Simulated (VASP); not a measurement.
Set up this calculation in VASP 6.6.1, as the native input.

- Task: single point
- Functional: PBE
- Potentials or basis: VASP PAW PBE potentials, release 64 (Ta_sv_GW, N)
- Cutoff: 700 eV
- k mesh: 14 × 14 × 10
- Occupations: gaussian, width 0.15 eV
- Spin: no spin polarisation
- Dipole correction: no
- Further INCAR settings: ALGO = Normal; EDIFF = 1e-06; NBANDS = 26

The structure of TaN lies in POSCAR:

```
TaN
1.0
    0.0000000000     -2.2081122572     -2.2081122572
    0.0000000000      2.2081122572     -2.2081122572
    4.4162245144      0.0000000000      0.0000000000
Ta N
2 2
Direct
    0.5364019952      0.4635980048      0.0000000000
   -0.0364019952      0.0364019952      0.5000000000
    0.4594223529      0.5405776471      0.5000000000
    0.0405776471     -0.0405776471      0.0000000000
```

This cell differs from its parent crystal: atoms displaced along a vibrational mode.

The input as run:

INCAR

```
ALGO = Normal
EDIFF = 1E-6
ENCUT = 700
GGA = PE
GGA_COMPAT = False
ISIF = 2
ISMEAR = 0
LASPH = True
LCHARG = False
LREAL = False
LWAVE = False
NBANDS = 26
NELM = 120
PREC = Accurate
SIGMA = 0.15
```

KPOINTS

```
k-points
0
Gamma
  14 14 10
```

Potentials or basis: VASP PAW PBE potentials, release 64 (Ta_sv_GW, N).

Command:

```bash
$ cat potpaw_PBE.64/Ta_sv_GW/POTCAR potpaw_PBE.64/N/POTCAR > POTCAR
$ mpirun -np 1 vasp_std > vasp.out
```

It gave:

* Pressure: 0.4 GPa
* Largest force: 0.317 eV/Å
* Band gap on the k mesh: zero (bands 18 and 19 overlap by 3.08 eV)

Caveat: the cell differs from its parent crystal (atoms displaced along a vibrational mode); the stress differs along the axes, from -5 to 10 GPa; spin-orbit coupling is left out, which moves the levels of the heavy elements.

Run time: 6.8 min on 1 thread of Intel(R) Xeon(R) Platinum 8488C (Sapphire Rapids), with other jobs on the host, peak memory 0.6 GiB.
